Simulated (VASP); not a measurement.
# H4CO2 in VASP: single point with PBEsol

Aim: the single point of H4CO2 with PBEsol.

All numbers are computed with VASP 6.6.1; they aren't measurements. Logs are shortened: lines on timing, memory, paths and dates and some standing lists are left out, and cuts for length are marked.

## Step 1: The cell of the first run

The cell holds a disordered packing, 28 atoms: a = 8.034 Å, b = 8.034 Å, c = 8.034 Å, α = 90.00°, β = 90.00°, γ = 90.00°.

## Step 2: Single point, PBEsol

Contents of INCAR:

```
SYSTEM = H4CO2
PREC = Accurate
ENCUT = 1000
EDIFF = 1E-6
ISMEAR = -1
SIGMA = 0.02
LREAL = Auto
LASPH = .True.
NELM = 120
ALGO = Normal
ISIF = 2
LWAVE = .False.
LCHARG = .True.
GGA = PS
LELF = .True.
LVHAR = .True.
NBANDS = 60
GGA_COMPAT = .False.
```

Contents of KPOINTS:

```
Automatic mesh
0
Gamma
  1 1 1
  0 0 0
```

Contents of POSCAR:

```
H4CO2
1.0
    8.0343890000      0.0000000000      0.0000000000
    0.0000000000      8.0343890000      0.0000000000
    0.0000000000      0.0000000000      8.0343890000
O C H
8 4 16
Direct
    0.9591768584      0.3929483623      0.8855931671
    0.4651504925      0.8350479420      0.9368851819
    0.4470657321      0.4665569466      0.5290010230
    0.7845898425      0.9212399350      0.0601290279
    0.9746105149      0.8665126869      0.7291655906
    0.4402699446      0.9666820962      0.3168629251
    0.3369889110      0.2280073818      0.0132181800
    0.0629543827      0.0623569509     -0.0125958551
    0.9008276796      0.2708980110      0.8239456666
    0.4710750251      0.8728355075      0.7944350218
    0.3564054466      0.5286400746      0.4337728731
    0.7207766515      0.7766863168      0.0684308415
    0.9318567971      0.2256425473      0.7051438510
    0.7861456546      0.2194939777      0.8923267220
    0.5700246777      0.8452540697      0.7077825084
    0.3655038361      0.9300396085      0.7405914750
    0.3692128922      0.6620665243      0.3666115743
    0.2778804960      0.4426098861      0.3628651787
    0.7445992471      0.6691983672     -0.0067708945
    0.6269798487      0.7517684294      0.1726453623
    0.9996528672      0.7473997089      0.7060648918
    0.9111458258      0.8676079787      0.8315504763
    0.3177590729      0.9580068876      0.3302802491
    0.4383158446      1.0611136702      0.2397568751
    0.2270614480      0.1912902151     -0.0291745894
    0.3770168460      0.2938369053     -0.0895276542
   -0.0340909558      0.0236483446      0.0589466106
    0.0925770460     -0.0316016563     -0.0790477036
```

Potentials or basis: VASP PAW PBE potentials, release 64 (O_h, C_h, H_h).

Launch:

```console
$ cat potpaw_PBE.64/O_h/POTCAR potpaw_PBE.64/C_h/POTCAR potpaw_PBE.64/H_h/POTCAR > POTCAR
$ mpirun -np 1 vasp_gam > vasp.out
```

OUTCAR:

```text
SYSTEM = H4CO2
   PREC = Accurate
   ENCUT = 1000
   EDIFF = 1E-6
   ISMEAR = -1
   LREAL = Auto
   LASPH = .True.
   NELM = 120
   ISIF = 2
   GGA = PS

 ion  position               nearest neighbor table
   1  0.959  0.393  0.886-   9 1.19
   2  0.465  0.835  0.937-  10 1.19
   3  0.447  0.467  0.529-  11 1.17
   4  0.785  0.921  0.060-  12 1.27
   5  0.975  0.867  0.729-  22 0.97  21 1.00
   6  0.440  0.967  0.317-  24 0.98  23 0.99
   7  0.337  0.228  0.013-  25 0.99  26 1.03
   8  0.063  0.062  0.987-  28 0.95  27 1.02
   9  0.901  0.271  0.824-  13 1.05  14 1.15   1 1.19
  10  0.471  0.873  0.794-  16 1.06  15 1.08   2 1.19
  11  0.356  0.529  0.434-  18 1.10   3 1.17  17 1.20
  12  0.721  0.777  0.068-  19 1.07  20 1.14   4 1.27
  13  0.932  0.226  0.705-   9 1.05
  14  0.786  0.219  0.892-   9 1.15
  15  0.570  0.845  0.708-  10 1.08
  16  0.366  0.930  0.741-  10 1.06
  17  0.369  0.662  0.367-  11 1.20
  18  0.278  0.443  0.363-  11 1.10
[... 8 lines left out ...]
  27  0.966  0.024  0.059-   8 1.02
  28  0.093  0.968  0.921-   8 0.95

  LATTYP: Found a simple cubic cell.
 ALAT       =     8.0343890000

  Lattice vectors:

 A1 = (   8.0343890000,   0.0000000000,   0.0000000000)
 A2 = (   0.0000000000,   8.0343890000,   0.0000000000)
 A3 = (   0.0000000000,   0.0000000000,   8.0343890000)

Analysis of symmetry for initial positions (statically):
=====================================================================
 Subroutine PRICEL returns:
 Original cell was already a primitive cell.

 Routine SETGRP: Setting up the symmetry group for a
 simple cubic supercell.

 Subroutine GETGRP returns: Found  1 space group operations
 (whereof  1 operations were pure point group operations)
 out of a pool of 48 trial point group operations.

The static configuration has the point symmetry C_1 .

Analysis of symmetry for dynamics (positions and initial velocities):
=====================================================================
 Subroutine PRICEL returns:
 Original cell was already a primitive cell.

 Routine SETGRP: Setting up the symmetry group for a
 simple cubic supercell.

 Subroutine GETGRP returns: Found  1 space group operations
 (whereof  1 operations were pure point group operations)
 out of a pool of 48 trial point group operations.

The dynamic configuration has the point symmetry C_1 .

 Subroutine INISYM returns: Found  1 space group operations
 (whereof  1 operations are pure point group operations),
 and found     1 'primitive' translations

----------------------------------------------------------------------------------------

                                     Primitive cell

  volume of cell :     518.6311

  direct lattice vectors                    reciprocal lattice vectors
     8.034389000  0.000000000  0.000000000     0.124464972  0.000000000  0.000000000
     0.000000000  8.034389000  0.000000000     0.000000000  0.124464972  0.000000000
     0.000000000  0.000000000  8.034389000     0.000000000  0.000000000  0.124464972

  length of vectors
     8.034389000  8.034389000  8.034389000     0.124464972  0.124464972  0.124464972

  position of ions in fractional coordinates (direct lattice)
     0.959176858  0.392948362  0.885593167
     0.465150493  0.835047942  0.936885182
     0.447065732  0.466556947  0.529001023
     0.784589842  0.921239935  0.060129028
     0.974610515  0.866512687  0.729165591
     0.440269945  0.966682096  0.316862925
[... 20 lines left out ...]
     0.965909044  0.023648345  0.058946611
     0.092577046  0.968398344  0.920952296

  ion indices of the primitive-cell ions
   primitive index   ion index
                 1           1
                 2           2
                 3           3
                 4           4
                 5           5
                 6           6
[... 20 lines left out ...]
                27          27
                28          28

----------------------------------------------------------------------------------------

 KPOINTS: Automatic mesh

Automatic generation of k-mesh.
 Grid dimensions read from file:
 generate k-points for:    1    1    1

 Generating k-lattice:

  Cartesian coordinates                     Fractional coordinates (reciprocal lattice)
     0.124464972  0.000000000  0.000000000     1.000000000  0.000000000  0.000000000
     0.000000000  0.124464972  0.000000000     0.000000000  1.000000000  0.000000000
     0.000000000  0.000000000  0.124464972     0.000000000  0.000000000  1.000000000

  Length of vectors
     0.124464972  0.124464972  0.124464972

  Shift w.r.t. Gamma in fractional coordinates (k-lattice)
     0.000000000  0.000000000  0.000000000

 Subroutine IBZKPT returns following result:
 ===========================================

 Found      1 irreducible k-points:

 Following reciprocal coordinates:
            Coordinates               Weight
  0.000000  0.000000  0.000000      1.000000
   k-points           NKPTS =      1   k-points in BZ     NKDIM =      1   number of bands    NBANDS=     60
   number of dos      NEDOS =    301   number of ions     NIONS =     28
   total plane-waves  NPLWV = 592704
   dimension x,y,z NGX =    84 NGY =   84 NGZ =   84
   dimension x,y,z NGXF=   168 NGYF=  168 NGZF=  168
   ions per type =               8   4  16
   NGX,Y,Z   is equivalent  to a cutoff of  17.38, 17.38, 17.38 a.u.
   NGXF,Y,Z  is equivalent  to a cutoff of  34.76, 34.76, 34.76 a.u.
 SYSTEM =  H4CO2
   PREC   = accura    normal or accurate (medium, high low for compatibility)
   ISTART =      0    job   : 0-new  1-cont  2-samecut
   ICHARG =      2    charge: 1-file 2-atom 10-const
   ISPIN  =      1    spin polarized calculation?
   LNONCOLLINEAR =      F non collinear calculations
   LSORBIT =      F    spin-orbit coupling
   LASPH  =      T    aspherical Exc in radial PAW
   ENCUT  = 1000.0 eV  73.50 Ry    8.57 a.u.  20.72 20.72 20.72*2*pi/ulx,y,z
   NELM   =    120;   NELMIN=  2; NELMDL= -5     # of ELM steps
   EDIFF  = 0.1E-05   stopping-criterion for ELM
   LREAL  =      T    real-space projection
   EDIFFG = 0.1E-04   stopping-criterion for IOM
   NSW    =      0    number of steps for IOM
   IBRION =     -1    ionic relax: 0-MD 1-quasi-New 2-CG
   NFREE  =      0    steps in history (QN), initial steepest desc. (CG)
   ISIF   =      2    stress and relaxation
   ISYM   =      2    0-nonsym 1-usesym 2-fastsym
   POTIM  = 0.5000    time-step for ionic-motion
   TEBEG  =    0.0;   TEEND  =   0.0 temperature during run
   PSTRESS=    0.0 pullay stress
   NELECT =      80.0000    total number of electrons
   NUPDOWN=      -1.0000    fix difference up-down
   EMIN   =  10.00;   EMAX   =-10.00  energy-range for DOS
   EFERMI =   0.00;   METHOD = LEGACY
   ISMEAR =    -1;   SIGMA  =   0.02  broadening in eV -4-tet -1-fermi 0-gaus
   EFERMI_NEDOS =   21; number of points for ismear=-14 and -15
   IALGO  =     38    algorithm
   IMIX   =      4    mixing-type and parameters
     AMIX     =   0.40;   BMIX     =  1.00
     AMIX_MAG =   1.60;   BMIX_MAG =  1.00
  volume/ion in A,a.u.               =      18.52       125.00
  Fermi-wavevector in a.u.,A,eV,Ry     =   0.877981  1.659144 10.488069  0.770851
  Thomas-Fermi vector in A             =   1.998005
   LORBIT       =      0    0 simple, 1 ext, 2 COOP (PROOUT), +10 PAW based schemes
   GGA     = PS    functional components
   LHFCALC =     F    Hartree Fock is set to
   AEXX    =    0.0000 exact exchange contribution
   IVDW    =     0    specifies the selected vdW correction
   LEPSILON=     F    determine dielectric tensor
   LRPA    =     F    only Hartree local field effects (RPA)
 non-spin polarized calculation
  energy-cutoff  :     1000.00
  volume of cell :      518.63
 maximum number of plane-waves:     18693
 NGX is ok and might be reduce to    84
   NGX = 41   NGY = 41   NGZ = 41

 number of electron      80.0000001 magnetization

 Free energy of the ion-electron system (eV)
  ---------------------------------------------------
  ext. energy  EPLUGINS =         0.00000000
  ---------------------------------------------------
  free energy    TOTEN  =      -147.05486889 eV

  energy without entropy =     -147.05486889  energy(sigma->0) =     -147.05486889

 E-fermi :  -2.9395     XC(G=0):  -4.9688

 val. band max:       -3.4219340187   @ k =   0.0000   0.0000   0.0000
 cond. band min:      -0.7232924305   @ k =   0.0000   0.0000   0.0000
 fundamental gap:      2.6986415883
 Fermi energy:        -2.9394698254

 k-point     1 :       0.0000    0.0000    0.0000
  band No.  band energies     occupation
      1     -25.2379      2.00000
      2     -25.0380      2.00000
      3     -24.0686      2.00000
      4     -23.9035      2.00000
      5     -23.2925      2.00000
      6     -22.7938      2.00000
[... 44 lines left out ...]
     51       3.3105      0.00000
     52       4.0153      0.00000
 [bands above 52 left out]

------------------------ aborting loop because EDIFF is reached ----------------------------------------

  FORCE on cell =-STRESS in cart. coord.  units (eV):
  Direction    XX          YY          ZZ          XY          YZ          ZX
  --------------------------------------------------------------------------------------
  -------------------------------------------------------------------------------------
  Total        4.5921269     -0.9568650      4.6611172     -0.7772848      3.0090223      3.8911197
  in kB       14.1861942     -2.9559880     14.3993217     -2.4012214      9.2955999     12.0206129
  external PRESSURE =       8.5431760 kB  Pullay stress =       0.0000000 kB

 VOLUME and BASIS-vectors are now :
 -----------------------------------------------------------------------------
  energy-cutoff  :     1000.00
  volume of cell :      518.63
      direct lattice vectors                 reciprocal lattice vectors
     8.034389000  0.000000000  0.000000000     0.124464972  0.000000000  0.000000000
     0.000000000  8.034389000  0.000000000     0.000000000  0.124464972  0.000000000
     0.000000000  0.000000000  8.034389000     0.000000000  0.000000000  0.124464972

 POSITION                                       TOTAL-FORCE (eV/Angst)
 -----------------------------------------------------------------------------------
      7.70640      3.15710      7.11520         1.271716      1.834136      0.241556
      3.73720      6.70910      7.52730         0.429492     -0.927972      2.382047
      3.59190      3.74850      4.25020         2.367869     -0.476177      3.191886
      6.30370      7.40160      0.48310        -0.769891     -3.280438     -0.318054
      7.83040      6.96190      5.85840         0.703902     -1.125015     -0.759845
      3.53730      7.76670      2.54580        -1.336625      0.268060      0.041511
[... 20 lines left out ...]
      7.76049      0.19000      0.47360         0.898192      0.316461     -0.991517
      0.74380      7.78049      7.39929         0.188862     -0.906697     -0.713311
 -----------------------------------------------------------------------------------
    total drift:                                0.002618      0.000987      0.002649

  FREE ENERGIE OF THE ION-ELECTRON SYSTEM (eV)
  ---------------------------------------------------
  free  energy   TOTEN  =      -147.0548688868 eV

  energy  without entropy=     -147.0548688868  energy(sigma->0) =     -147.05486889
```

Wall time 2.1 min (1 thread of Intel Xeon 6975P-C (Granite Rapids), shared host); peak memory 1.1 GiB.

What came out:

```
Free energy   : -147.0549 eV
Pressure      : 0.9 GPa
Largest force : 4.719 eV/Å
```

Forces on the atoms (eV/Å):
```
O    1.272  1.834  0.242
O    0.429 -0.928  2.382
O    2.368 -0.476  3.192
O   -0.770 -3.280 -0.318
O    0.704 -1.125 -0.760
O   -1.337  0.268  0.042
O    0.889  1.453 -2.414
O   -0.876  0.690  1.443
C   -2.660 -0.073  2.335
C   -0.100 -0.097 -1.137
C   -1.003  1.577 -4.333
C   -1.043  3.512  2.186
H    0.731 -1.031 -1.863
H    0.564 -0.448 -0.747
H    1.234 -0.222 -0.457
H   -1.556  1.098 -0.968
H   -0.088 -1.027  1.446
H   -1.266 -0.075 -0.317
H    0.772 -0.694 -1.177
H    0.732  0.217 -0.529
H   -0.340  0.910  0.296
H   -0.563 -0.023  0.484
H    0.789 -0.275  0.141
H    0.496  0.038 -0.295
H   -0.086 -0.222  0.806
H   -0.380 -1.010  2.023
H    0.898  0.316 -0.992
H    0.189 -0.907 -0.713
```

Stress tensor (GPa, compression positive):
```
 1.42 -0.24  1.20
-0.24 -0.30  0.93
 1.20  0.93  1.44
```

Caveat: the k points lie up to 0.78 Å⁻¹ apart; the atoms stand as in a frame of molecular dynamics; the PAW data sets were made with another functional, which shifts forces and pressure a little.
